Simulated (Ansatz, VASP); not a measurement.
**Two plane-wave programs on ScAl7N8**

```
Al Sc N
1.0
     6.37068    0.00000    0.00000
    -3.18534    5.51717    0.00000
     0.00000    0.00000    5.04927
Al Sc N
7 1 8
Direct
  0.33648 0.16352 0.50145
  0.16808 0.83404 0.99875
  0.33648 0.67296 0.50145
  0.66596 0.33192 0.99875
  0.82704 0.16352 0.50145
  0.66596 0.83404 0.99875
  0.83333 0.66667 0.49798
  0.16667 0.33333 0.99204
  0.16667 0.33333 0.41473
  0.34393 0.15607 0.87692
  0.16535 0.83268 0.37955
  0.34393 0.68786 0.87692
  0.66732 0.33465 0.37955
  0.81214 0.15607 0.87692
  0.66732 0.83268 0.37955
  0.83333 0.66667 0.88123
```

Alike in both runs: task relaxation of the atoms; functional PBE; k mesh 4 × 4 × 5; no spin polarisation.

|  | VASP | Ansatz |
| --- | --- | --- |
| version | VASP 6.6.1 | Ansatz 0.2.0 |
| potentials or method | VASP PAW PBE potentials, release 64 (Al, Sc_sv, N) | scalar-relativistic, plane waves, PAW |
| plane-wave cutoff (eV) | 520 | 420 |
| occupations | gaussian, width 0.01 eV | fixed |
| valence electrons in the cell | 72 | 72 |

|  | VASP | Ansatz | Ansatz less VASP |
| --- | --- | --- | --- |
| gap on the k mesh at the Fermi level, each at its own relaxed structure (eV) | 3.88 | 3.88 | -0.007 |

Ansatz's warnings: stress scf threshold loose.
